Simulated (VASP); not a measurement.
# Al16N16F (a cell with a defect) in VASP: further runs

Al16N16F (a cell with a defect) is run at these levels: PBE; tasks: single point.

Everything below comes from runs of VASP 6.6.1. Logs are shortened: lines on timing, memory, paths and dates and some standing lists are left out, and cuts for length are marked.

## (1) The cell of the first run

The cell holds a defect, 33 atoms: a = 6.260 Å, b = 6.260 Å, c = 10.035 Å, α = 90.00°, β = 90.00°, γ = 120.00°.

## (2) Single point, PBE

INCAR reads:

```
SYSTEM = Al16N16F
ALGO     = Normal         ! electronic algorithm
EDIFF    = 1E-6           ! SCF threshold, eV
ENCUT    = 520            ! plane-wave cutoff, eV
GGA      = PE             ! functional
ISIF     = 2              ! what is computed and relaxed
ISMEAR   = -1             ! smearing method
LASPH    = .TRUE.         ! aspherical terms in the spheres
LCHARG   = .FALSE.        ! write CHGCAR
LREAL    = Auto         
LWAVE    = .FALSE.        ! write WAVECAR
NBANDS   = 90             ! bands
NELECT   = 136.0        
NELM     = 100            ! most SCF steps
PREC     = Accurate       ! precision mode
SIGMA    = 0.01           ! smearing width, eV
```

KPOINTS reads:

```
Automatic mesh
0
Gamma
  2 2 2
  0.5 0.5 0.5
```

POSCAR reads:

```
Al16N16F
1.0
    6.2595139128      0.0000000578      0.0000000000
   -3.1297570064      5.4208980350      0.0000000000
    0.0000000000      0.0000000000     10.0348065929
Al N F
16 16 1
Direct
    0.3249719069      0.1640013056      0.2520988339
    0.1654272928      0.3324418674      0.5011705101
    0.3328610873      0.1670728204      0.7514131526
    0.1671832572      0.3381971272      0.9981937836
    0.3323605281      0.6674699366      0.2466884934
    0.1653725005      0.8343795422      0.5014886187
    0.3328139228      0.6670447783      0.7481148544
    0.1670077176      0.8330189648      0.9985097988
    0.8365997012      0.1632106213      0.2515093698
    0.6660783318      0.3336733428      0.5089548187
    0.8327156349      0.1669800117      0.7514526163
    0.6654493148      0.3344450680      1.0035777793
    0.8356909225      0.6748102131      0.2520971757
    0.6672885807      0.8342962326      0.5011235613
    0.8328036257      0.6669204803      0.7513908481
    0.6618810566      0.8327577097      0.9981934239
    0.3444634677      0.1749113517      0.4500668461
    0.1749146580      0.3481650448      0.1819715096
    0.3310716515      0.1691408101      0.9398598003
    0.1669009739      0.3320979574      0.6913589197
    0.3313208009      0.6683211715      0.4405440917
    0.1730167034      0.8263293979      0.1830331596
    0.3308524592      0.6692089758      0.9337241597
    0.1672041164      0.8326808996      0.6916406441
    0.8259805023      0.1739111336      0.4487135683
    0.6671711422      0.3325947239      0.1926407985
    0.8307677165      0.1690338112      0.9395254406
    0.6672806012      0.3324316698      0.6973909516
    0.8246893290      0.6552514665      0.4500206433
    0.6516116043      0.8250750326      0.1819805403
    0.8308936712      0.6687831155      0.9398068509
    0.6677106179      0.8327045466      0.6912936703
   -0.0009383391      0.0007514044      0.3159535809
```

Potentials or basis: VASP PAW PBE potentials, release 64 (Al, N, F).

On the command line:

```
$ cat potpaw_PBE.64/Al/POTCAR potpaw_PBE.64/N/POTCAR potpaw_PBE.64/F/POTCAR > POTCAR
$ mpirun -np 1 vasp_std > vasp.out
```

OUTCAR:

```text
SYSTEM = Al16N16F
   EDIFF = 1E-6
   ENCUT = 520
   GGA = PE
   ISIF = 2
   ISMEAR = -1
   LASPH = .TRUE.
   LREAL = Auto
   NELECT = 136.0
   NELM = 100
   PREC = Accurate

 ion  position               nearest neighbor table
   1  0.325  0.164  0.252-  33 1.88  18 1.95  26 1.95  22 1.96  17 1.99   9 3.05  13 3.06   2 3.07
                             6 3.08  12 3.10   8 3.11   4 3.12   5 3.13   5 3.13  10 3.17  13 3.20
   2  0.165  0.332  0.501-  17 1.90  20 1.91  25 1.92  21 1.92  33 2.59   1 3.07   7 3.07   9 3.07
                             3 3.09  11 3.09   6 3.12  14 3.12  10 3.13  10 3.13   5 3.13  14 3.14
   3  0.333  0.167  0.751-  19 1.89  28 1.89  20 1.89  24 1.91  10 3.03   8 3.07   4 3.08   6 3.09
                             2 3.09  12 3.11  15 3.13  11 3.13   7 3.13   7 3.13  11 3.13  15 3.13
   4  0.167  0.338  0.998-  18 1.85  19 1.90  23 1.91  27 1.92   5 3.07  11 3.07   3 3.08   7 3.08
                            16 3.10   8 3.10   9 3.11   1 3.12  12 3.13  12 3.13   8 3.16  16 3.16
   5  0.332  0.667  0.247-  22 1.84  30 1.85  18 1.85  21 1.95   4 3.07  16 3.07   8 3.07  13 3.13
                             1 3.13   9 3.13   9 3.13   1 3.13  13 3.13   6 3.13  14 3.13   2 3.13
   6  0.165  0.834  0.501-  21 1.90  24 1.91  17 1.92  29 1.92  33 2.59   7 3.07   1 3.08  13 3.08
                            15 3.09   3 3.09   2 3.12  14 3.12  10 3.13  10 3.13   5 3.13  14 3.14
   7  0.333  0.667  0.748-  23 1.86  24 1.88  32 1.90  20 1.90   6 3.07  14 3.07   2 3.07   4 3.08
                            16 3.08   8 3.09  11 3.13  15 3.13   3 3.13   3 3.13  15 3.13  11 3.13
   8  0.167  0.833  0.999-  22 1.85  23 1.89  19 1.91  31 1.92   5 3.07   3 3.07  15 3.07   7 3.09
                             4 3.10  16 3.10   1 3.11  13 3.12  12 3.13  12 3.13  16 3.16   4 3.16
   9  0.837  0.163  0.252-  33 1.88  26 1.93  30 1.96  18 1.96  25 1.98  13 3.05   1 3.05  14 3.07
[... 16 lines left out ...]
  18  0.175  0.348  0.182-   4 1.85   5 1.85   1 1.95   9 1.96
  19  0.331  0.169  0.940-   3 1.89   4 1.90   8 1.91  12 1.92
  20  0.167  0.332  0.691-   3 1.89   7 1.90   2 1.91  11 1.91
  21  0.331  0.668  0.441-   6 1.90   2 1.92  14 1.92   5 1.95
  22  0.173  0.826  0.183-   5 1.84   8 1.85  13 1.96   1 1.96
[... 8 lines left out ...]
  31  0.831  0.669  0.940-  15 1.89  16 1.90   8 1.92  12 1.92
  32  0.668  0.833  0.691-  15 1.89   7 1.90  14 1.91  11 1.91
  33  0.999  0.001  0.316-   9 1.88   1 1.88  13 1.88  14 2.59   2 2.59   6 2.59

  LATTYP: Found a hexagonal cell.
 ALAT       =     6.2595139128
 C/A-ratio  =     1.6031287306

  Lattice vectors:

 A1 = (   6.2595139128,   0.0000000578,   0.0000000000)
 A2 = (  -3.1297570064,   5.4208980350,   0.0000000000)
 A3 = (   0.0000000000,   0.0000000000,  10.0348065929)

Analysis of symmetry for initial positions (statically):
=====================================================================
 Subroutine PRICEL returns:
 Original cell was already a primitive cell.

 Routine SETGRP: Setting up the symmetry group for a
 hexagonal supercell.

 Subroutine GETGRP returns: Found  1 space group operations
 (whereof  1 operations were pure point group operations)
 out of a pool of 24 trial point group operations.

The static configuration has the point symmetry C_1 .

Analysis of symmetry for dynamics (positions and initial velocities):
=====================================================================
 Subroutine PRICEL returns:
 Original cell was already a primitive cell.

 Routine SETGRP: Setting up the symmetry group for a
 hexagonal supercell.

 Subroutine GETGRP returns: Found  1 space group operations
 (whereof  1 operations were pure point group operations)
 out of a pool of 24 trial point group operations.

The dynamic configuration has the point symmetry C_1 .

 Subroutine INISYM returns: Found  1 space group operations
 (whereof  1 operations are pure point group operations),
 and found     1 'primitive' translations

----------------------------------------------------------------------------------------

                                     Primitive cell

  volume of cell :     340.5029

  direct lattice vectors                    reciprocal lattice vectors
     6.259513913  0.000000058  0.000000000     0.159756813  0.092235641  0.000000000
    -3.129757006  5.420898035  0.000000000    -0.000000002  0.184471279  0.000000000
     0.000000000  0.000000000 10.034806593     0.000000000  0.000000000  0.099653141

  length of vectors
     6.259513913  6.259513913 10.034806593     0.184471279  0.184471279  0.099653141

  position of ions in fractional coordinates (direct lattice)
     0.324971907  0.164001306  0.252098834
     0.165427293  0.332441867  0.501170510
     0.332861087  0.167072820  0.751413153
     0.167183257  0.338197127  0.998193784
     0.332360528  0.667469937  0.246688493
     0.165372500  0.834379542  0.501488619
[... 25 lines left out ...]
     0.667710618  0.832704547  0.691293670
[... 54 lines left out ...]
     0.092235640  0.092235640  0.049826571

  Shift w.r.t. Gamma in fractional coordinates (k-lattice)
     0.500000000  0.500000000  0.500000000

 Subroutine IBZKPT returns following result:
 ===========================================

 Found     12 irreducible k-points:

 Following reciprocal coordinates:
            Coordinates               Weight
  0.250000  0.250000  0.250000      2.000000
 -0.250000  0.500000  0.250000      2.000000
  0.500000  0.250000  0.250000      2.000000
 -0.250000 -0.250000  0.250000      2.000000
  0.250000  0.500000  0.250000      2.000000
  0.500000 -0.250000  0.250000      2.000000
 -0.250000  0.250000  0.250000      2.000000
 -0.250000  0.000000  0.250000      2.000000
  0.000000 -0.250000  0.250000      2.000000
  0.250000 -0.250000  0.250000      2.000000
  0.250000  0.000000  0.250000      2.000000
  0.000000  0.250000  0.250000      2.000000
   k-points           NKPTS =     12   k-points in BZ     NKDIM =     12   number of bands    NBANDS=     90
   number of dos      NEDOS =    301   number of ions     NIONS =     33
   total plane-waves  NPLWV = 184320
   dimension x,y,z NGX =    48 NGY =   48 NGZ =   80
   dimension x,y,z NGXF=    96 NGYF=   96 NGZF=  160
   ions per type =              16  16   1
   NGX,Y,Z   is equivalent  to a cutoff of  12.75, 12.75, 13.25 a.u.
   NGXF,Y,Z  is equivalent  to a cutoff of  25.50, 25.50, 26.51 a.u.
 SYSTEM =  Al16N16F
   PREC   = accura    normal or accurate (medium, high low for compatibility)
   ISTART =      0    job   : 0-new  1-cont  2-samecut
   ICHARG =      2    charge: 1-file 2-atom 10-const
   ISPIN  =      1    spin polarized calculation?
   LNONCOLLINEAR =      F non collinear calculations
   LSORBIT =      F    spin-orbit coupling
   LASPH  =      T    aspherical Exc in radial PAW
   ENCUT  =  520.0 eV  38.22 Ry    6.18 a.u.  11.64 11.64 18.66*2*pi/ulx,y,z
   NELM   =    100;   NELMIN=  2; NELMDL= -5     # of ELM steps
   EDIFF  = 0.1E-05   stopping-criterion for ELM
   LREAL  =      T    real-space projection
   EDIFFG = 0.1E-04   stopping-criterion for IOM
   NSW    =      0    number of steps for IOM
   IBRION =     -1    ionic relax: 0-MD 1-quasi-New 2-CG
   NFREE  =      0    steps in history (QN), initial steepest desc. (CG)
   ISIF   =      2    stress and relaxation
   ISYM   =      2    0-nonsym 1-usesym 2-fastsym
   POTIM  = 0.5000    time-step for ionic-motion
   TEBEG  =    0.0;   TEEND  =   0.0 temperature during run
   PSTRESS=    0.0 pullay stress
   NELECT =     136.0000    total number of electrons
   NUPDOWN=      -1.0000    fix difference up-down
   EMIN   =  10.00;   EMAX   =-10.00  energy-range for DOS
   EFERMI =   0.00;   METHOD = LEGACY
   ISMEAR =    -1;   SIGMA  =   0.01  broadening in eV -4-tet -1-fermi 0-gaus
   EFERMI_NEDOS =   21; number of points for ismear=-14 and -15
   IALGO  =     38    algorithm
   IMIX   =      4    mixing-type and parameters
     AMIX     =   0.40;   BMIX     =  1.00
     AMIX_MAG =   1.60;   BMIX_MAG =  1.00
  volume/ion in A,a.u.               =      10.32        69.63
  Fermi-wavevector in a.u.,A,eV,Ry     =   1.205630  2.278311 19.776675  1.453545
  Thomas-Fermi vector in A             =   2.341321
   LORBIT       =      0    0 simple, 1 ext, 2 COOP (PROOUT), +10 PAW based schemes
   GGA     = PE    functional components
   LHFCALC =     F    Hartree Fock is set to
   AEXX    =    0.0000 exact exchange contribution
   IVDW    =     0    specifies the selected vdW correction
   LEPSILON=     F    determine dielectric tensor
   LRPA    =     F    only Hartree local field effects (RPA)
 non-spin polarized calculation
  energy-cutoff  :      520.00
  volume of cell :      340.50
 maximum number of plane-waves:      9165
 NGX is ok and might be reduce to    48
   NGX = 23   NGY = 23   NGZ = 37

 number of electron     135.9999986 magnetization

 Free energy of the ion-electron system (eV)
  ---------------------------------------------------
  ext. energy  EPLUGINS =         0.00000000
  ---------------------------------------------------
  free energy    TOTEN  =      -232.41029101 eV

  energy without entropy =     -232.41029101  energy(sigma->0) =     -232.41029101

 E-fermi :   6.4891     XC(G=0): -10.9859

 val. band max:        6.2092500580   @ k =  -0.2500   0.2500   0.2500
 cond. band min:      11.1721976891   @ k =  -0.2500   0.2500   0.2500
 fundamental gap:      4.9629476311
 Fermi energy:         6.4890510786

 k-point     1 :       0.2500    0.2500    0.2500
  band No.  band energies     occupation
      1     -17.9221      2.00000
      2      -8.4173      2.00000
      3      -7.8938      2.00000
      4      -7.8148      2.00000
      5      -7.7502      2.00000
      6      -7.3786      2.00000
[... 985 lines left out ...]
     79      12.4668      0.00000
     80      12.6075      0.00000
 [bands above 80 left out]

------------------------ aborting loop because EDIFF is reached ----------------------------------------

  FORCE on cell =-STRESS in cart. coord.  units (eV):
  Direction    XX          YY          ZZ          XY          YZ          ZX
  --------------------------------------------------------------------------------------
  -------------------------------------------------------------------------------------
  Total       20.1357745     18.3118916     24.6267956     -1.5655522      0.0452808     -0.1002251
  in kB       94.7453848     86.1634211    115.8771036     -7.3664334      0.2130611     -0.4715918
  external PRESSURE =      98.9286365 kB  Pullay stress =       0.0000000 kB

 VOLUME and BASIS-vectors are now :
 -----------------------------------------------------------------------------
  energy-cutoff  :      520.00
  volume of cell :      340.50
      direct lattice vectors                 reciprocal lattice vectors
     6.259513913  0.000000058  0.000000000     0.159756813  0.092235641  0.000000000
    -3.129757006  5.420898035  0.000000000    -0.000000002  0.184471279  0.000000000
     0.000000000  0.000000000 10.034806593     0.000000000  0.000000000  0.099653141

 POSITION                                       TOTAL-FORCE (eV/Angst)
 -----------------------------------------------------------------------------------
      1.52088      0.88903      2.52976         0.129669     -0.034892     -0.072913
     -0.00497      1.80213      5.02915        -0.127114      0.078105     -0.083114
      1.56065      0.90568      7.54029         0.118918     -0.055817     -0.092323
     -0.01199      1.83333     10.01668        -0.098746      0.081923     -0.125646
     -0.00860      3.61829      2.47547         0.074222     -0.051291     -0.099643
     -1.57625      4.52309      5.03234        -0.130579      0.069961     -0.106679
[... 25 lines left out ...]
      1.57338      4.51401      6.93700        -0.185032      0.108277      0.096008
      6.25129      0.00407      3.17053         0.016414     -0.011064      0.018485
 -----------------------------------------------------------------------------------
    total drift:                               -0.011556      0.005187     -0.010052

  FREE ENERGIE OF THE ION-ELECTRON SYSTEM (eV)
  ---------------------------------------------------
  free  energy   TOTEN  =      -232.4102910068 eV

  energy  without entropy=     -232.4102910068  energy(sigma->0) =     -232.41029101
```

Wall time 6.7 min (1 thread of Intel Xeon 6975P-C (Granite Rapids), shared host); peak memory 0.55 GiB.

Results:

```yaml
Free_energy: -232.4103 eV
Largest_force: 0.276 eV/Å
```

Forces on the atoms (eV/Å):
```
Al   0.130 -0.035 -0.073
Al  -0.127  0.078 -0.083
Al   0.119 -0.056 -0.092
Al  -0.099  0.082 -0.126
Al   0.074 -0.051 -0.100
Al  -0.131  0.070 -0.107
Al   0.124 -0.072 -0.078
Al  -0.095  0.049 -0.053
Al   0.036 -0.014 -0.066
Al  -0.080  0.044 -0.087
Al   0.114 -0.068 -0.117
Al  -0.113  0.065 -0.110
Al   0.093 -0.100 -0.071
Al  -0.136  0.077 -0.082
Al   0.109 -0.079 -0.093
Al  -0.125  0.039 -0.125
N    0.114 -0.144  0.032
N   -0.136  0.040  0.165
N    0.176 -0.111  0.085
N   -0.171  0.106  0.090
N    0.177 -0.096  0.038
N   -0.064  0.055 -0.022
N    0.171 -0.101  0.026
N   -0.203  0.114  0.038
N    0.098 -0.065  0.180
N   -0.173  0.099  0.124
N    0.194 -0.105  0.166
N   -0.183  0.109  0.134
N    0.194 -0.024  0.035
N   -0.094  0.090  0.163
N    0.174 -0.093  0.093
N   -0.185  0.108  0.096
F    0.016 -0.011  0.018
```

Caveat: the k points lie up to 0.58 Å⁻¹ apart; the cell carries a net charge on a neutralising background, which shifts energy and pressure; the cell is charged against a uniform background, so pressure and absolute levels hang on convention.

(Continued in part 2 of 2.)
